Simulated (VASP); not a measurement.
Crystal: Fe.

```
Fe
1.0
    -1.38080    1.38080    1.38080
     1.38080   -1.38080    1.38080
     1.38080    1.38080   -1.38080
Fe
1
Cartesian
  0.0000 0.0000 0.0000
```

Base run:

| Item | Value |
| --- | --- |
| Program | VASP 6.6.1 |
| Functional | PBE |
| Potentials or basis | VASP PAW PBE potentials, release 64 (Fe) |
| Cutoff | 520 eV |
| k mesh | 16 × 16 × 16 |
| Occupations | methfessel-paxton, width 0.6 eV |
| Spin | no spin polarisation |

Its results: band gap on the k mesh zero (band 4 reaches 7.73 eV, above the bottom of band 5 at 5.70 eV); pressure -0.2 GPa.

Task: The run is repeated on the same cell with these changes: occupations from methfessel-paxton, width 0.6 eV to methfessel-paxton, width 0.1 eV. What comes out?

Result: Band gap on the k mesh zero (band 4 reaches 7.72 eV, above the bottom of band 5 at 5.69 eV); pressure -1.6 GPa.

Caveats: the run has no spin polarisation, though such a crystal can be magnetic.
